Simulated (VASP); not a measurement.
TaGeW6, 8 atoms in the cell. It takes space group P4mm (No. 99, tetragonal). The conventional cell has a = 3.248 Å, b = 3.248 Å, c = 12.280 Å, α = 90.00°, β = 90.00°, γ = 90.00°. Within 3.6 Å of Ta (site symmetry 4mm) lie 4 Ge at 2.76 Å and 6 W at 2.79 to 3.13 Å and 4 Ta at 3.25 Å. Within 3.6 Å of Ge (site symmetry 4mm) lie 6 W at 2.69 to 3.10 Å and 4 Ta at 2.76 Å and 4 Ge at 3.25 Å. Within 3.6 Å of W (site symmetry 4mm) lie 14 W at 2.77 to 3.25 Å. Within 3.7 Å of W (site symmetry 4mm) lie 13 W at 2.77 to 3.25 Å and 1 Ta at 3.13 Å. Within 3.6 Å of W (site symmetry 4mm) lie 4 Ge at 2.69 Å and 9 W at 2.76 to 3.25 Å and 1 Ta at 2.93 Å. Within 3.6 Å of W (site symmetry 4mm) lie 13 W at 2.76 to 3.25 Å and 1 Ge at 2.94 Å. Within 3.7 Å of W (site symmetry 4mm) lie 9 W at 2.77 to 3.25 Å and 4 Ta at 2.79 Å and 1 Ge at 3.10 Å. Within 3.6 Å of W (site symmetry 4mm) lie 14 W at 2.77 to 3.25 Å. 

```yaml
Program: VASP 6.6.1
Task: single point
Functional: PBE
Potentials_or_basis: VASP PAW PBE potentials, release 64 (Ta_pv, Ge_d, W_sv)
Cutoff: 520 eV
k_mesh: 10 × 10 × 4
Occupations: gaussian, width 0.1 eV
Spin: no spin polarisation
Dipole_correction: no
Further_INCAR_settings: ALGO = Fast; EDIFF = 1e-07; NBANDS = 64
```

Potentials or basis: VASP PAW PBE potentials, release 64 (Ta_pv, Ge_d, W_sv).

Run with:

```bash
$ cat potpaw_PBE.64/Ta_pv/POTCAR potpaw_PBE.64/Ge_d/POTCAR potpaw_PBE.64/W_sv/POTCAR > POTCAR
$ mpirun -np 1 vasp_std > vasp.out
```

Hardware: 1 thread of Intel Xeon 8259CL, on a shared host.

Question: Estimate the wall time of this run.

Answer: Run time: 32 min on 1 thread of Intel Xeon 8259CL, on a shared host, peak memory 0.53 GiB. Counts: scf iterations 45, k points 63.
